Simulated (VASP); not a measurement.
Input of a VASP 6.6.1 run:

The input INCAR:

```
ALGO = Normal ; EDIFF = 1E-7
ENCUT = 520 ; GGA = PS
ISIF = 2 ; ISMEAR = 0
LASPH = T ; LCHARG = F
LREAL = F ; LWAVE = F
NBANDS = 46 ; NELM = 60
PREC = Accurate ; SIGMA = 0.15
```

The input KPOINTS:

```
k-points
0
Gamma
  10 10 10
```

Contents of POSCAR:

```
CoSi2
1.0
    5.3125079440      0.0000000000      0.0000000000
    0.0000000000     -5.3125079440      0.0000000000
    0.0000000000      0.0000000000     -5.3125079440
Co Si
4 8
Direct
    0.0000000000      0.0000000000      0.0000000000
    0.5000000000      0.5000000000      0.0000000000
    0.5000000000      0.0000000000      0.5000000000
    0.0000000000      0.5000000000      0.5000000000
    0.2255475546      0.2255475546      0.2255475546
    0.7500000000      0.7500000000      0.2500000000
    0.7500000000      0.2500000000      0.7500000000
    0.2500000000      0.7500000000      0.7500000000
    0.7500000000      0.7500000000      0.7500000000
    0.2500000000      0.2500000000      0.7500000000
    0.2500000000      0.7500000000      0.2500000000
    0.7500000000      0.2500000000      0.2500000000
```

Potentials or basis: VASP PAW PBE potentials, release 64 (Co, Si).

Run with:

```console
$ cat potpaw_PBE.64/Co/POTCAR potpaw_PBE.64/Si/POTCAR > POTCAR
$ mpirun -np 1 vasp_std > vasp.out
```

(1) Estimate the largest force.

(2) What does it give for the band gap on the k mesh?

(3) What does it give for the pressure?

Results:

(1) 3.210 eV/Å.

(2) zero (bands 34 and 35 overlap by 1.43 eV).

(3) 1.1 GPa.

Caveat: the cell differs from its parent crystal (atom 5 (Si) moved +0.225 Å towards its neighbour atom 1 (Co) at 2.300 Å); the PAW data sets were made with another functional, which shifts forces and pressure a little; the run has no spin polarisation, though such a crystal can be magnetic.
